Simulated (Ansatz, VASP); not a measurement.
## AlN: VASP beside Ansatz

Contents of POSCAR:

```
AlN
1.0
    3.1066653383      0.0000000000      0.0000000000
   -1.5533326691      2.6904511040      0.0000000000
    0.0000000000      0.0000000000      4.9784048429
Al N
2 2
Direct
    0.3333333333      0.6666666667     -0.0886974966
    0.6666666667      0.3333333333      0.5016929024
    0.3333333333      0.6666666667      0.3833070976
    0.6666666667      0.3333333333      0.8833070976
```

The input INCAR.step1:

```
  ALGO = Normal
  EDIFF = 1E-4
  ENCUT = 520
  GGA = PE
  ISMEAR = 0
  LASPH = T
  LCHARG = F
  LREAL = F
  LWAVE = T
  NBANDS = 16
  NELM = 80
  PREC = Accurate
  SIGMA = 0.05
```

File INCAR.step2:

```
  ALGO = Normal
  EDIFF = 1E-6
  ENCUT = 520
  ISIF = 2
  ISMEAR = 0
  ISTART = 1
  LASPH = T
  LCHARG = F
  LMIXTAU = T
  LREAL = F
  LWAVE = F
  METAGGA = R2SCAN
  NBANDS = 16
  NELM = 80
  PREC = Accurate
  SIGMA = 0.05
```

KPOINTS

```
k-points
0
Gamma
  12 12 6
```

Input for Ansatz:

```yaml
crystal:
  lattice:
    - [3.1066653383, 0.0, 0.0]
    - [-1.5533326691, 2.690451104, 0.0]
    - [0.0, 0.0, 4.9784048429]
  atoms:
    - { symbol: Al, position: [0.3333333333, 0.6666666667, -0.0886974966] }
    - { symbol: Al, position: [0.6666666667, 0.3333333333, 0.5016929024] }
    - { symbol: "N", position: [0.3333333333, 0.6666666667, 0.3833070976] }
    - { symbol: "N", position: [0.6666666667, 0.3333333333, 0.8833070976] }
basis:
  ecutwfc: 500
kpoints:
  mp_grid: { grid: [12, 12, 6] }
hamiltonian:
  xc: r2scan
scf:
  occupations: { method: gaussian, width: 0.05 }
output:
  forces: true
  stress: true
  eigenvalues: true
```

Alike in both runs: task single point; functional r2SCAN; k mesh 12 × 12 × 6; occupations gaussian, width 0.05 eV; no spin polarisation.

|  | VASP | Ansatz |
| --- | --- | --- |
| version | VASP 6.6.1 | Ansatz 0.2.0 |
| potentials or method | VASP PAW PBE potentials, release 64 (Al, N), cutoff 520 eV | scalar-relativistic, plane waves, PAW |
| valence electrons in the cell | 16 | 16 |

Ansatz gave:

```
gap on the k mesh at the Fermi level (eV)                     : 3.73
least direct gap on the mesh (eV)                             : 3.73
pressure (GPa)                                                : 6.7
traceless stress, the component that is largest in VASP (GPa) : -12.62
rms of the force components (eV/Å)                            : 1.549
```

Which values does VASP return?

gap on the k mesh at the Fermi level (eV): 3.76; least direct gap on the mesh (eV): 3.76; pressure (GPa): 6.4; traceless stress, the component that is largest in VASP (GPa): -12.79; rms of the force components (eV/Å): 1.549.

VASP's potentials were made for PBE, not for r2SCAN. Atom by atom the forces differ by 0.006 eV/Å (rms over components).
